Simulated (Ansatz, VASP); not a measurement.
**AlN: VASP beside Ansatz**

```
Al N
1.0
     3.31348    0.00000    0.00000
    -1.65674    2.86956    0.00000
     0.00000    0.00000    4.18759
Al N
2 2
Direct
  0.33453 0.66905 0.77291
  0.66786 0.33572 0.27291
  0.33103 0.66207 0.20587
  0.66437 0.32873 0.70587
```

Change from the starting cell: mode 4 frozen in at -0.185 Å and mode 10 at -0.013 Å (largest displacements).

Alike in both runs: task single point; functional PBE; k mesh 9 × 9 × 6; occupations gaussian, width 0.05 eV; no spin polarisation.

```csv
,VASP,Ansatz
version,VASP 6.6.1,Ansatz 0.2.0
potentials or method,"VASP PAW PBE potentials, release 64 (Al, N), cutoff 520 eV","scalar-relativistic, plane waves, PAW"
valence electrons in the cell,16,16
```

Ansatz gave:

| Quantity | Value |
| --- | --- |
| gap on the k mesh at the Fermi level (eV) | 3.58 |
| least direct gap on the mesh (eV) | 3.58 |
| pressure (GPa) | 7.6 |
| traceless stress, the component that is largest in VASP (GPa) | 23.62 |
| rms of the force components (eV/Å) | 0.892 |

Question: Estimate VASP's values.

Answer: gap on the k mesh at the Fermi level (eV): 3.59; least direct gap on the mesh (eV): 3.59; pressure (GPa): 7.4; traceless stress, the component that is largest in VASP (GPa): 23.83; rms of the force components (eV/Å): 0.896.

Atom by atom the forces differ by 0.003 eV/Å (rms over components). The functional is the same, so the differences come from potentials, cutoffs and numerics.
